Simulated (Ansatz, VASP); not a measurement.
# Two plane-wave programs on Rh

```xyz
1
Lattice="0.0000 1.9150 1.9150 1.9150 0.0000 1.9150 1.9150 1.9150 0.0000" Properties=species:S:1:pos:R:3 pbc="T T T"
Rh    0.0000    0.0000    0.0000
```

Alike in both runs: task single point; functional PBEsol; k mesh 23 × 23 × 23; occupations fermi-dirac, width 0.05 eV; collinear spin.

|  | VASP | Ansatz |
| --- | --- | --- |
| version | VASP 6.6.1 | Ansatz 0.2.0 |
| potentials or method | VASP PAW PBE potentials, release 64 (Rh_pv), cutoff 520 eV | plane waves (420 eV) with PAW, scalar-relativistic |
| valence electrons in the cell | 15 | 17 |

VASP gave:

```
pressure (GPa)           : -10.6
net moment per atom (μB) : 0.00
```

Q: Estimate Ansatz's values.

A: Pressure (GPa): -10.5; net moment per atom (μB): 0.00.

VASP's potentials were made for PBE, not for PBEsol, and Ansatz warns of the same on its side. VASP's potentials hold 15 valence electrons a cell and Ansatz's 17, so a difference there can come from the potentials and not from the codes. Ansatz's warnings: seeded moment not kept.
